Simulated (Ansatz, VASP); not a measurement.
# SnO2 in VASP and in Ansatz

INCAR

```
SYSTEM = SnO2
  PREC = Accurate
  ENCUT = 520
  EDIFF = 1E-6
  ISMEAR = 0
  SIGMA = 0.05
  LREAL = .False.
  LASPH = .True.
  NELM = 100
  ALGO = Normal
  ISIF = 2
  LWAVE = .False.
  LCHARG = .True.
  GGA = PE
  IVDW = 12
  LELF = .True.
  LVHAR = .True.
  NBANDS = 20
```

KPOINTS

```
regular mesh
0
Gamma
  12 12 12
  0 0 0
```

Contents of POSCAR:

```
SnO2
1.0
    1.6170930752      0.9336291223      4.8005925840
   -1.6170930752      0.9336291223      4.8005925840
    0.0000000000     -1.8672582446      4.8005925840
Sn O
1 2
Direct
    0.5000000000      0.5000000000      0.5000000000
    0.2371700000      0.2371700000      0.2371700000
    0.7628300000      0.7628300000      0.7628300000
```

Input for Ansatz:

```yaml
crystal:
  lattice:
    - [1.6170930752, 0.9336291223, 4.800592584]
    - [-1.6170930752, 0.9336291223, 4.800592584]
    - [0.0, -1.8672582446, 4.800592584]
  atoms:
    - { symbol: Sn, position: [0.5, 0.5, 0.5] }
    - { symbol: O, position: [0.23717, 0.23717, 0.23717] }
    - { symbol: O, position: [0.76283, 0.76283, 0.76283] }
basis:
  ecutwfc: 420
kpoints:
  mp_grid: { grid: [12, 12, 12] }
hamiltonian:
  xc: pbe
  dispersion: d3bj
scf:
  occupations: { method: gaussian, width: 0.05 }
output:
  forces: true
  stress: true
  eigenvalues: true
```

Alike in both runs: task single point; functional PBE; dispersion D3(BJ); k mesh 12 × 12 × 12; occupations gaussian, width 0.05 eV; no spin polarisation.

```csv
,VASP,Ansatz
version,VASP 6.6.1,Ansatz 0.2.0
potentials or method,"VASP PAW PBE potentials, release 64 (Sn_d, O), cutoff 520 eV","scalar-relativistic, plane waves, PAW"
valence electrons in the cell,26,26
```

Ansatz gave:

* gap on the k mesh at the Fermi level (eV): 1.94
* least direct gap on the mesh (eV): 2.05
* pressure (GPa): -2.7
* traceless stress, the component that is largest in VASP (GPa): -0.33
* rms of the force components (eV/Å): 0.058

Task: Estimate VASP's values.

Result: gap on the k mesh at the Fermi level (eV): 1.91; least direct gap on the mesh (eV): 2.03; pressure (GPa): -2.1; traceless stress, the component that is largest in VASP (GPa): -0.68; rms of the force components (eV/Å): 0.035.

Atom by atom the forces differ by 0.023 eV/Å (rms over components).
